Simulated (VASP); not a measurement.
# TiO2 (P-6m2) in VASP: further runs, part 2 of 2

VASP 6.6.1. Earlier steps stand in the parts before.

**3. Single point, PBE**

This run uses another cell than the first one, of 14.44 Å³/atom, 1.034 times its volume.

INCAR reads:

```
SYSTEM = TiO2
PREC = Accurate
ENCUT = 520
EDIFF = 1E-7
ISMEAR = 0
SIGMA = 0.02
LREAL = .False.
LASPH = .True.
NELM = 60
ALGO = Normal
ISIF = 2
LWAVE = .False.
LCHARG = .True.
GGA = PE
LELF = .True.
LVHAR = .True.
NBANDS = 19
```

KPOINTS reads:

```
Automatic mesh
0
Gamma
  12 12 6
  0 0 0
```

POSCAR reads:

```
TiO2
1.0
    2.8820625565      0.0000000000      0.0000000000
   -1.4410312782      2.4959393892      0.0000000000
    0.0000000000      0.0000000000      6.0206687534
Ti O
1 2
Direct
    0.0000000000      0.0000000000      0.0000000000
    0.3333333333      0.6666666667      0.1871111069
    0.3333333333      0.6666666667      0.8128888931
```

Potentials or basis: VASP PAW PBE potentials, release 64 (Ti_sv, O).

The run is started by

```
$ cat potpaw_PBE.64/Ti_sv/POTCAR potpaw_PBE.64/O/POTCAR > POTCAR
$ mpirun -np 1 vasp_std > vasp.out
```

OUTCAR:

```text
SYSTEM = TiO2
   PREC = Accurate
   ENCUT = 520
   EDIFF = 1E-7
   ISMEAR = 0
   LREAL = .False.
   LASPH = .True.
   NELM = 60
   ISIF = 2
   GGA = PE

 ion  position               nearest neighbor table
   1  0.000  0.000  0.000-   2 2.01   3 2.01   2 2.01   3 2.01   2 2.01   3 2.01
   2  0.333  0.667  0.187-   1 2.01   1 2.01   1 2.01
   3  0.333  0.667  0.813-   1 2.01   1 2.01   1 2.01

  LATTYP: Found a hexagonal cell.
 ALAT       =     2.8820625565
 C/A-ratio  =     2.0890139042

  Lattice vectors:

 A1 = (   2.8820625565,   0.0000000000,   0.0000000000)
 A2 = (  -1.4410312782,   2.4959393892,   0.0000000000)
 A3 = (   0.0000000000,   0.0000000000,   6.0206687534)

Analysis of symmetry for initial positions (statically):
=====================================================================
 Subroutine PRICEL returns:
 Original cell was already a primitive cell.

 Routine SETGRP: Setting up the symmetry group for a
 hexagonal supercell.

 Subroutine GETGRP returns: Found 12 space group operations
 (whereof 12 operations were pure point group operations)
 out of a pool of 24 trial point group operations.

The static configuration has the point symmetry D_3h.

Analysis of symmetry for dynamics (positions and initial velocities):
=====================================================================
 Subroutine PRICEL returns:
 Original cell was already a primitive cell.

 Routine SETGRP: Setting up the symmetry group for a
 hexagonal supercell.

 Subroutine GETGRP returns: Found 12 space group operations
 (whereof 12 operations were pure point group operations)
 out of a pool of 24 trial point group operations.

The dynamic configuration has the point symmetry D_3h.

 Subroutine INISYM returns: Found 12 space group operations
 (whereof 12 operations are pure point group operations),
 and found     1 'primitive' translations

----------------------------------------------------------------------------------------

[... 109 lines left out ...]
   ISMEAR =     0;   SIGMA  =   0.02  broadening in eV -4-tet -1-fermi 0-gaus
   EFERMI_NEDOS =   21; number of points for ismear=-14 and -15
   IALGO  =     38    algorithm
   IMIX   =      4    mixing-type and parameters
     AMIX     =   0.40;   BMIX     =  1.00
     AMIX_MAG =   1.60;   BMIX_MAG =  1.00
  volume/ion in A,a.u.               =      14.44        97.42
  Fermi-wavevector in a.u.,A,eV,Ry     =   1.344677  2.541070 24.601445  1.808155
  Thomas-Fermi vector in A             =   2.472651
   LORBIT       =      0    0 simple, 1 ext, 2 COOP (PROOUT), +10 PAW based schemes
   GGA     = PE    functional components
   LHFCALC =     F    Hartree Fock is set to
   AEXX    =    0.0000 exact exchange contribution
   IVDW    =     0    specifies the selected vdW correction
   LEPSILON=     F    determine dielectric tensor
   LRPA    =     F    only Hartree local field effects (RPA)
 non-spin polarized calculation
 Gauss-broadening in eV      SIGMA  =   0.02
  energy-cutoff  :      520.00
  volume of cell :       43.31
 maximum number of plane-waves:      1192
 NGX is ok and might be reduce to    24
   NGX = 11   NGY = 11   NGZ = 23

 number of electron      23.9999995 magnetization

 Free energy of the ion-electron system (eV)
  ---------------------------------------------------
  ext. energy  EPLUGINS =         0.00000000
  ---------------------------------------------------
  free energy    TOTEN  =       -25.13887429 eV

  energy without entropy =      -25.13887429  energy(sigma->0) =      -25.13887429

 E-fermi :   1.2643     XC(G=0):  -9.1054

 val. band max:        1.0767558930   @ k =   0.1667   0.0833   0.0000
 cond. band min:       2.1507029541   @ k =   0.2500   0.2500   0.0000
 fundamental gap:      1.0739470611
 Fermi energy:         1.2643421350

 k-point     1 :       0.0000    0.0000    0.0000
  band No.  band energies     occupation
      1     -55.8162      2.00000
      2     -31.9965      2.00000
      3     -31.7911      2.00000
      4     -31.7911      2.00000
      5     -16.9876      2.00000
      6     -15.1538      2.00000
[... 505 lines left out ...]
      6     -15.2532      2.00000
[... 11 lines left out ...]
     18      11.0612      0.00000
     19      12.9215      0.00000

 [... further k-points ...]
[... 5 lines left out ...]
  --------------------------------------------------------------------------------------
  -------------------------------------------------------------------------------------
  Total        0.1640641      0.1640641      0.1212731      0.0000000     -0.0000000      0.0000000
  in kB        6.0693463      6.0693463      4.4863460      0.0000000     -0.0000000      0.0000000
  external PRESSURE =       5.5416796 kB  Pullay stress =       0.0000000 kB

 VOLUME and BASIS-vectors are now :
 -----------------------------------------------------------------------------
  energy-cutoff  :      520.00
  volume of cell :       43.31
      direct lattice vectors                 reciprocal lattice vectors
     2.882062557  0.000000000  0.000000000     0.346973732  0.200325377  0.000000000
    -1.441031278  2.495939389  0.000000000     0.000000000  0.400650755  0.000000000
     0.000000000  0.000000000  6.020668753     0.000000000  0.000000000  0.166094506

 POSITION                                       TOTAL-FORCE (eV/Angst)
 -----------------------------------------------------------------------------------
      0.00000      0.00000      0.00000        -0.000000      0.000000      0.000000
     -0.00000      1.66396      1.12653         0.000000      0.000000      0.068836
     -0.00000      1.66396      4.89413         0.000000      0.000000     -0.068836
 -----------------------------------------------------------------------------------
    total drift:                                0.000001     -0.000001     -0.000000

  FREE ENERGIE OF THE ION-ELECTRON SYSTEM (eV)
  ---------------------------------------------------
  free  energy   TOTEN  =       -25.1388742866 eV

  energy  without entropy=      -25.1388742866  energy(sigma->0) =      -25.13887429
```

Wall time 53 s (1 thread of Intel Xeon 6975P-C (Granite Rapids), shared host); peak memory 0.19 GiB.

Results:

* Free energy: -25.1389 eV
* Pressure: 0.6 GPa
* Largest force: 0.069 eV/Å
* Band gap on the k mesh: 1.07 eV, indirect (least direct gap 1.29 eV)

Forces on the atoms (eV/Å):
```
Ti   0.000  0.000  0.000
O    0.000  0.000  0.069
O    0.000  0.000 -0.069
```

A k mesh can miss the band edges. As with any semilocal functional, this PBE gap is likely too small.
